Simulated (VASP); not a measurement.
Runs of VASP 6.6.1 on Lu. The structure is that of space group Fm-3m (No. 225), or close to it. The cells are those of the table. This isn't the form of Lu at room conditions, which is hcp.

```tsv
level	cell	k mesh	smearing	gap on the mesh (eV)	pressure (GPa)
r2SCAN	a = 3.353 Å, angles 60.0°, 1 atom	12 × 12 × 12	fermi-dirac 0.1 eV	none	4.6
PBE	a = 3.447 Å, angles 60.0°, 1 atom	38 × 38 × 38	fermi-dirac 0.0612256 eV	none	0.2
r2SCAN	a = 3.389 Å, angles 60.0°, 1 atom	12 × 12 × 12	fermi-dirac 0.1 eV	none	(a)
r2SCAN	a = 3.492 Å, angles 60.0°, 1 atom	12 × 12 × 12	fermi-dirac 0.1 eV	none	-1.0
r2SCAN	a = 3.458 Å, angles 60.0°, 1 atom	12 × 12 × 12	fermi-dirac 0.1 eV	none	0.2
```

Alike in all rows: task single point; potentials or basis VASP PAW PBE potentials, release 64 (Lu); no spin polarisation; cutoff (eV) 520.

Problem. Fill in the values left out.

Solution. (a) 3.0.

Caveats: spin-orbit coupling is left out, which moves the levels of the heavy elements; the PAW data sets were made with another functional, which shifts forces and pressure a little (at least some runs); the cell stands under pressure (at least some runs).

A k mesh can miss the band edges, and the runs leave out spin-orbit coupling on Lu.

A gap of «none» marks levels without a gap at the run's occupations.
